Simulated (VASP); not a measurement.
Set up this calculation in VASP 6.6.1, as the native input.

```yaml
Task: single point
Functional: PBE
Potentials_or_basis: VASP PAW PBE potentials, release 64 (Ba_sv, O, Al, Na_sv)
Cutoff: 970 eV
k_mesh: 1 × 1 × 1
Occupations: fermi-dirac, width 0.293 eV
Spin: no spin polarisation
Dipole_correction: no
Mended: yes
Further_INCAR_settings: LREAL = Auto; ALGO = Normal; EDIFF = 1e-06; NBANDS = 92; ISYM = 0
```

The structure of Ba5Na4Al2O10 lies in POSCAR:

```
Ba5Na4Al2O10
1.0
    6.9327090000     -0.0765500000      0.0671430000
   -0.0765500000      7.2143380000     -0.0554530000
    0.0671430000     -0.0554530000      6.7389310000
Ba O Al Na
5 10 2 4
Direct
    0.6150933033     -0.0413476027      0.1733905484
    0.3546791975      0.6722453053      0.9091150798
    0.8163477450      0.7745997402      0.8073850055
    0.3258506139      0.1505590880      0.7145021021
    0.8614211536      0.2229173349      0.6334411251
    1.1200166134      0.3426969221      0.2956405544
    0.5525827183      0.4785866686      0.8016118588
    0.0717183295      0.6399719672      0.5750643510
    0.4061409664      0.7152554340      0.2996838129
    0.0734362523      0.9704577132      0.4045301935
    0.5304947298      0.9018357732      0.7362039308
    0.5929434447      0.2221334523      0.4180474566
    0.3565404791      0.0765576794      0.1090076684
    0.0104406703      0.6499732441      0.1174407259
   -0.0240887723      0.0750859386      0.9380617093
    0.1024317535      0.0878576163      0.2023585630
    0.1566876275      0.7176828051      0.3603933899
    0.8638626099      0.5587173030      0.3776673516
    0.0270212727      0.4253587004      0.9233216851
    0.5409699234      0.3793132959      1.1522925100
    0.4669610177      0.5037985114      0.5046233557
```

One way to write it, as run:

INCAR

```
SYSTEM = Ba5Na4Al2O10
ALGO = Normal ; EDIFF = 1E-6
ENCUT = 970 ; GGA = PE
GGA_COMPAT = .FALSE. ; ISIF = 2
ISMEAR = -1 ; ISYM = 0
LASPH = .TRUE. ; LCHARG = .FALSE.
LREAL = Auto ; LWAVE = .FALSE.
NBANDS = 92 ; NELM = 120
PREC = Accurate ; SIGMA = 0.293
```

KPOINTS

```
k-points
0
G
  1 1 1
  0 0 0
```

Potentials or basis: VASP PAW PBE potentials, release 64 (Ba_sv, O, Al, Na_sv).

Command:

```console
$ cat potpaw_PBE.64/Ba_sv/POTCAR potpaw_PBE.64/O/POTCAR potpaw_PBE.64/Al/POTCAR potpaw_PBE.64/Na_sv/POTCAR > POTCAR
$ mpirun -np 1 vasp_gam > vasp.out
```

It gave:

```json
{
  "Pressure": "13.5 GPa",
  "Largest force": "6.960 eV/Å"
}
```

Caveat: the k points lie up to 0.93 Å⁻¹ apart; the atoms stand as in a frame of molecular dynamics.

Run time: 2 min on 1 thread of AMD EPYC 9R45 96-Core Processor (Zen 5) (shared host), peak memory 0.73 GiB.
